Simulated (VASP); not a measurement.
# Ti (P6/mmm) in VASP: notebook

The runs below take Ti through relaxation of cell and atoms, single point, with LDA.

Everything below comes from runs of VASP 6.6.1. Logs are shortened: lines on timing, memory, paths and dates and some standing lists are left out, and cuts for length are marked.

**1. The cell of the first run**

The structure is hexagonal, space group P6/mmm (No. 191). The conventional cell has a = 2.242 Å, b = 2.242 Å, c = 2.199 Å, α = 90.00°, β = 90.00°, γ = 120.00°. Ti (site symmetry 6/mmm) has 8 Ti at 2.20 to 2.24 Å within 2.9 Å.

**2. Relaxation of cell and atoms, LDA, target pressure 140 GPa, at which the enthalpy is minimised**

File INCAR:

```
SYSTEM = Ti
PREC = Accurate
ENCUT = 600
EDIFF = 1E-6
ISMEAR = -1
SIGMA = 0.1
LREAL = .FALSE.
LASPH = .TRUE.
NELM = 80
ALGO = Normal
ISIF = 3
LWAVE = .FALSE.
LCHARG = .FALSE.
GGA = CA
IBRION = 2
NSW = 32
EDIFFG = -0.005
PSTRESS = 1400.0
```

File KPOINTS:

```
regular mesh
0
G
  19 19 18
  0 0 0
```

File POSCAR:

```
Ti
1.0
    2.2419961724      0.0000000000      0.0000000000
   -1.1209980862      1.9416256405      0.0000000000
    0.0000000000      0.0000000000      2.1989932353
Ti
1
Direct
    0.0000000000      0.0000000000      0.0000000000
```

Potentials or basis: VASP PAW LDA potentials, release 64 (Ti_sv).

The run is started by

```sh
$ cat potpaw_LDA.64/Ti_sv/POTCAR > POTCAR
$ mpirun -np 1 vasp_std > vasp.out
```

OUTCAR:

```text
SYSTEM = Ti
   PREC = Accurate
   ENCUT = 600
   EDIFF = 1E-6
   ISMEAR = -1
   LREAL = .FALSE.
   LASPH = .TRUE.
   NELM = 80
   ISIF = 3
   GGA = CA
   IBRION = 2
   NSW = 32
   EDIFFG = -0.005
   PSTRESS = 1400.0

 ion  position               nearest neighbor table
   1  0.000  0.000  0.000-

  LATTYP: Found a hexagonal cell.
 ALAT       =     2.2419961724
 C/A-ratio  =     0.9808193530

  Lattice vectors:

 A1 = (   2.2419961724,   0.0000000000,   0.0000000000)
 A2 = (  -1.1209980862,   1.9416256405,   0.0000000000)
 A3 = (   0.0000000000,   0.0000000000,   2.1989932353)

Analysis of symmetry for initial positions (statically):
=====================================================================
 Subroutine PRICEL returns:
 Original cell was already a primitive cell.

 Routine SETGRP: Setting up the symmetry group for a
 hexagonal supercell.

 Subroutine GETGRP returns: Found 24 space group operations
 (whereof 24 operations were pure point group operations)
 out of a pool of 24 trial point group operations.

The static configuration has the point symmetry D_6h.

Analysis of symmetry for dynamics (positions and initial velocities):
=====================================================================
 Subroutine PRICEL returns:
 Original cell was already a primitive cell.

 Routine SETGRP: Setting up the symmetry group for a
 hexagonal supercell.

 Subroutine GETGRP returns: Found 24 space group operations
 (whereof 24 operations were pure point group operations)
 out of a pool of 24 trial point group operations.

The dynamic configuration has the point symmetry D_6h.

 Subroutine INISYM returns: Found 24 space group operations
 (whereof 24 operations are pure point group operations),
 and found     1 'primitive' translations

----------------------------------------------------------------------------------------

                                     Primitive cell

  volume of cell :       9.5725

  direct lattice vectors                    reciprocal lattice vectors
     2.241996172  0.000000000  0.000000000     0.446031092  0.257516171  0.000000000
    -1.120998086  1.941625641  0.000000000     0.000000000  0.515032342  0.000000000
     0.000000000  0.000000000  2.198993235     0.000000000  0.000000000  0.454753559

  length of vectors
     2.241996172  2.241996172  2.198993235     0.515032342  0.515032342  0.454753559

[... 86 lines left out ...]
   POTIM  = 0.5000    time-step for ionic-motion
   TEBEG  =    0.0;   TEEND  =   0.0 temperature during run
   PSTRESS= 1400.0 pullay stress
   NELECT =      12.0000    total number of electrons
   NUPDOWN=      -1.0000    fix difference up-down
   EMIN   =  10.00;   EMAX   =-10.00  energy-range for DOS
   EFERMI =   0.00;   METHOD = LEGACY
   ISMEAR =    -1;   SIGMA  =   0.10  broadening in eV -4-tet -1-fermi 0-gaus
   EFERMI_NEDOS =   21; number of points for ismear=-14 and -15
   IALGO  =     38    algorithm
   IMIX   =      4    mixing-type and parameters
     AMIX     =   0.40;   BMIX     =  1.00
     AMIX_MAG =   1.60;   BMIX_MAG =  1.00
  volume/ion in A,a.u.               =       9.57        64.60
  Fermi-wavevector in a.u.,A,eV,Ry     =   1.765200  3.335744 42.394798  3.115930
  Thomas-Fermi vector in A             =   2.833028
   LORBIT       =      0    0 simple, 1 ext, 2 COOP (PROOUT), +10 PAW based schemes
   GGA     = CA    functional components
   LHFCALC =     F    Hartree Fock is set to
   AEXX    =    0.0000 exact exchange contribution
   IVDW    =     0    specifies the selected vdW correction
   LEPSILON=     F    determine dielectric tensor
   LRPA    =     F    only Hartree local field effects (RPA)
 conjugate gradient relaxation of ions
 non-spin polarized calculation
  energy-cutoff  :      600.00
  volume of cell :        9.57
 maximum number of plane-waves:       333
 NGX is ok and might be reduce to    18
   NGX =  9   NGY =  9   NGZ =  9

--------------------------------------- Ionic step        1  -------------------------------------------

 number of electron      12.0000003 magnetization

 Free energy of the ion-electron system (eV)
  ---------------------------------------------------
  ext. energy  EPLUGINS =         0.00000000
  ---------------------------------------------------
  free energy    TOTEN  =        -6.28279086 eV

  energy without entropy =       -6.25994793  energy(sigma->0) =       -6.27136940

------------------------ aborting loop because EDIFF is reached ----------------------------------------

  FORCE on cell =-STRESS in cart. coord.  units (eV):
  Direction    XX          YY          ZZ          XY          YZ          ZX
  --------------------------------------------------------------------------------------
  -------------------------------------------------------------------------------------
  Total        8.5086784      8.5086784      8.4321746      0.0000000      0.0000000      0.0000000
  in kB     1424.1260621   1424.1260621   1411.3213525      0.0000000      0.0000000      0.0000000
  external PRESSURE =      19.8578256 kB  Pullay stress =    1400.0000000 kB
[... 209 lines left out ...]
--------------------------------------- Ionic step        7  -------------------------------------------

 number of electron      12.0000003 magnetization

 Free energy of the ion-electron system (eV)
  ---------------------------------------------------
  ext. energy  EPLUGINS =         0.00000000
  ---------------------------------------------------
  free energy    TOTEN  =        -6.31426745 eV

  energy without entropy =       -6.29124739  energy(sigma->0) =       -6.30275742

 E-fermi :  15.6925     XC(G=0): -14.8859

 val. band max:       15.6879293258   @ k =   0.3684   0.2105   0.5000
 cond. band min:      15.7046515913   @ k =   0.1579   0.1053   0.3889
 fundamental gap:      0.0167222656
 Fermi energy:        15.6925497908

 k-point     1 :       0.0000    0.0000    0.0000
  band No.  band energies     occupation
      1     -40.6187      2.00000
      2     -14.8245      2.00000
      3     -14.3005      2.00000
      4     -14.3005      2.00000
      5       9.7975      2.00000
      6      12.3800      2.00000
      7      16.8435      0.00002
      8      16.8435      0.00002
      9      23.0111      0.00000
     10      23.0111      0.00000
[... 287 lines left out ...]
 k-point    24 :       0.3158    0.1053    0.0000
  band No.  band energies     occupation
      1     -39.5029      2.00000
      2     -18.0752      2.00000
      3     -15.4447      2.00000
      4     -14.3017      2.00000
      5      12.2521      2.00000
      6      14.1793      2.00000
      7      17.7521      0.00000
      8      19.0296      0.00000
      9      21.8970      0.00000
     10      23.1931      0.00000

 [... further k-points ...]
[... 5 lines left out ...]
  --------------------------------------------------------------------------------------
  -------------------------------------------------------------------------------------
  Total        8.3985537      8.3985537      8.3979155      0.0000000     -0.0000000      0.0000000
  in kB     1400.4728722   1400.4728722   1400.3664468      0.0000000     -0.0000000      0.0000000
  external PRESSURE =       0.4373971 kB  Pullay stress =    1400.0000000 kB
[... 20 lines left out ...]
  energy  without entropy=       -6.2912473935  energy(sigma->0) =       -6.30275742

  enthalpy is  TOTEN    =         2.0814504777 eV   P V=        8.3957179230

 reached required accuracy - stopping structural energy minimisation
```

Wall time 3.5 min (1 thread of Intel Xeon 8259CL, shared host); peak memory 0.17 GiB.

Results:

| Quantity | Value |
| --- | --- |
| Free energy | -6.3143 eV |
| Relaxed volume | 9.61 Å³/atom |
| Relaxed cell | a = 2.247 Å, b = 2.247 Å, c = 2.198 Å, α = 90.00°, β = 90.00°, γ = 120.00° |
| Space group after relaxing (to 0.05 Å) | P6/mmm (No. 191) |
| Energy change on relaxing (the enthalpy is what falls) | -31.5 meV/atom |
| Ionic steps | 7 |
| Pressure after relaxing | 140.0 GPa |
| Band gap on the k mesh | zero (band 6 reaches 17.42 eV, above the bottom of band 7 at 14.61 eV) |

Step by step:
```
step  energy change (eV)  largest force (eV/Å)  pressure (GPa)  volume (Å³)
   1              0.0000                0.0000          141.99         9.57
   2             -0.1419                0.0000          133.24         9.74
   3             -0.0341                0.0000          139.83         9.61
   4             -0.0333                0.0000          139.89         9.61
   5             -0.0308                0.0000          139.88         9.61
   6             -0.0312                0.0000          140.08         9.61
   7             -0.0315                0.0000          140.04         9.61
```

Final structure:
```
Ti
1.0
     2.24664    0.00000    0.00000
    -1.12332    1.94565    0.00000
     0.00000    0.00000    2.19807
Ti
1
Direct
  0.00000 0.00000 0.00000
```

Levels at points of the mesh, in eV from the Fermi level:
```
           k point  band 4  band 5  band 6  band 7  band 8  band 9
(0.00, 0.00, 0.00)  -29.99   -5.90   -3.31    1.15    1.15    7.32
(0.00, 0.00, 0.50)  -29.66   -1.56    1.73    2.12    2.12    3.97
```

Caveat: the cell is relaxed towards a set pressure, so the enthalpy falls and the energy may rise.

**3. Relaxation of cell and atoms, LDA, target pressure 140 GPa, at which the enthalpy is minimised**

This run uses another cell than the first one, of 9.79 Å³/atom, 1.023 times its volume.

File INCAR:

```
PREC = Accurate
ENCUT = 600
EDIFF = 1E-6
ISMEAR = -1
SIGMA = 0.1
LREAL = False
LASPH = True
NELM = 60
ALGO = Normal
ISIF = 3
LWAVE = False
LCHARG = False
GGA = CA
IBRION = 2
NSW = 60
EDIFFG = -0.005
PSTRESS = 1400.0
```

File KPOINTS:

```
Automatic mesh
0
Gamma
  19 19 18
```

File POSCAR:

```
Ti
1.0
    2.2909470868      0.0000000000      0.0000000000
   -1.1454735434      1.9840183759      0.0000000000
    0.0000000000      0.0000000000      2.1534902616
Ti
1
Direct
    0.0000000000      0.0000000000      0.0000000000
```

Potentials or basis: VASP PAW LDA potentials, release 64 (Ti_sv).

The run is started by

```sh
$ cat potpaw_LDA.64/Ti_sv/POTCAR > POTCAR
$ mpirun -np 1 vasp_std > vasp.out
```

OUTCAR:

```text
PREC = Accurate
   ENCUT = 600
   EDIFF = 1E-6
   ISMEAR = -1
   LREAL = False
   LASPH = True
   NELM = 60
   ISIF = 3
   GGA = CA
   IBRION = 2
   NSW = 60
   EDIFFG = -0.005
   PSTRESS = 1400.0

 ion  position               nearest neighbor table
   1  0.000  0.000  0.000-

  LATTYP: Found a hexagonal cell.
 ALAT       =     2.2909470868
 C/A-ratio  =     0.9400000000

  Lattice vectors:

 A1 = (   2.2909470868,   0.0000000000,   0.0000000000)
 A2 = (  -1.1454735434,   1.9840183759,   0.0000000000)
 A3 = (   0.0000000000,   0.0000000000,   2.1534902616)

Analysis of symmetry for initial positions (statically):
=====================================================================
 Subroutine PRICEL returns:
 Original cell was already a primitive cell.

 Routine SETGRP: Setting up the symmetry group for a
 hexagonal supercell.

 Subroutine GETGRP returns: Found 24 space group operations
 (whereof 24 operations were pure point group operations)
 out of a pool of 24 trial point group operations.

[... 165 lines left out ...]
  Direction    XX          YY          ZZ          XY          YZ          ZX
  --------------------------------------------------------------------------------------
  -------------------------------------------------------------------------------------
  Total        7.5819475      7.5819475      8.8629666      0.0000000      0.0000000     -0.0000000
  in kB     1241.0454783   1241.0454783   1450.7281378      0.0000000      0.0000000     -0.0000000
  external PRESSURE =     -89.0603019 kB  Pullay stress =    1400.0000000 kB
[... 209 lines left out ...]
--------------------------------------- Ionic step        7  -------------------------------------------

 number of electron      12.0000003 magnetization

 Free energy of the ion-electron system (eV)
  ---------------------------------------------------
  ext. energy  EPLUGINS =         0.00000000
  ---------------------------------------------------
  free energy    TOTEN  =        -6.31571147 eV

  energy without entropy =       -6.29268836  energy(sigma->0) =       -6.30419991

 E-fermi :  15.6899     XC(G=0): -14.8851

 val. band max:       15.6852862614   @ k =   0.3684   0.2105   0.5000
 cond. band min:      15.7021536957   @ k =   0.1579   0.1053   0.3889
 fundamental gap:      0.0168674343
 Fermi energy:        15.6898677617

 k-point     1 :       0.0000    0.0000    0.0000
  band No.  band energies     occupation
      1     -40.6208      2.00000
      2     -14.8272      2.00000
      3     -14.3040      2.00000
      4     -14.3040      2.00000
      5       9.7939      2.00000
      6      12.3781      2.00000
      7      16.8408      0.00002
      8      16.8408      0.00002
      9      23.0075      0.00000
     10      23.0075      0.00000
[... 287 lines left out ...]
 k-point    24 :       0.3158    0.1053    0.0000
  band No.  band energies     occupation
      1     -39.5056      2.00000
      2     -18.0771      2.00000
      3     -15.4477      2.00000
      4     -14.3046      2.00000
      5      12.2498      2.00000
      6      14.1767      2.00000
      7      17.7483      0.00000
      8      19.0271      0.00000
      9      21.8937      0.00000
     10      23.1891      0.00000

 [... further k-points ...]
[... 5 lines left out ...]
  --------------------------------------------------------------------------------------
  -------------------------------------------------------------------------------------
  Total        8.3992719      8.3992719      8.4001021      0.0000000     -0.0000000      0.0000000
  in kB     1400.3890549   1400.3890549   1400.5274773      0.0000000     -0.0000000      0.0000000
  external PRESSURE =       0.4351957 kB  Pullay stress =    1400.0000000 kB
[... 20 lines left out ...]
  energy  without entropy=       -6.2926883586  energy(sigma->0) =       -6.30419991

  enthalpy is  TOTEN    =         2.0812269674 eV   P V=        8.3969384359

 reached required accuracy - stopping structural energy minimisation
```

CONTCAR:

```text
Ti
   1.00000000000000
     2.2467690113980900    0.0000000000000000   -0.0000000000000000
    -1.1233845056990450    1.9457590403175389   -0.0000000000000000
     0.0000000000000000    0.0000000000000000    2.1981434637835351
  Ti
     1
Direct
     0.0000000000000000    0.0000000000000000    0.0000000000000000

  0.00000000E+00  0.00000000E+00  0.00000000E+00
```

It took 5.2 min on 1 thread of Intel Xeon 8259CL, shared host; peak memory 0.18 GiB.

What came out:

```yaml
Free_energy: -6.3157 eV
Relaxed_volume: 9.61 Å³/atom
Relaxed_cell: a = 2.247 Å, b = 2.247 Å, c = 2.198 Å, α = 90.00°, β = 90.00°, γ = 120.00°
Space_group_after_relaxing_to_0.05_Å: P6/mmm (No. 191)
Energy_change_on_relaxing_the_enthalpy_is_what_falls: +134.8 meV/atom
Ionic_steps: 7
Pressure_after_relaxing: 140.0 GPa
Band_gap_on_the_k_mesh: zero (band 6 reaches 17.42 eV, above the bottom of band 7 at 14.60 eV)
```

The path:
```
step  energy change (eV)  largest force (eV/Å)  pressure (GPa)  volume (Å³)
   1              0.0000                0.0000          131.09         9.79
   2              0.7131                0.0000          175.71         9.03
   3              0.2114                0.0000          144.66         9.53
   4              0.0423                0.0000          134.15         9.72
   5              0.1216                0.0000          139.08         9.62
   6              0.1607                0.0000          141.42         9.58
   7              0.1348                0.0000          140.04         9.61
```

Final structure:
```xyz
1
Lattice="2.2468 0.0000 0.0000 -1.1234 1.9458 0.0000 0.0000 0.0000 2.1981" Properties=species:S:1:pos:R:3 pbc="T T T"
Ti    0.0000    0.0000    0.0000
```

Caveat: the cell is relaxed towards a set pressure, so the enthalpy falls and the energy may rise.

(Continued in part 2 of 2.)
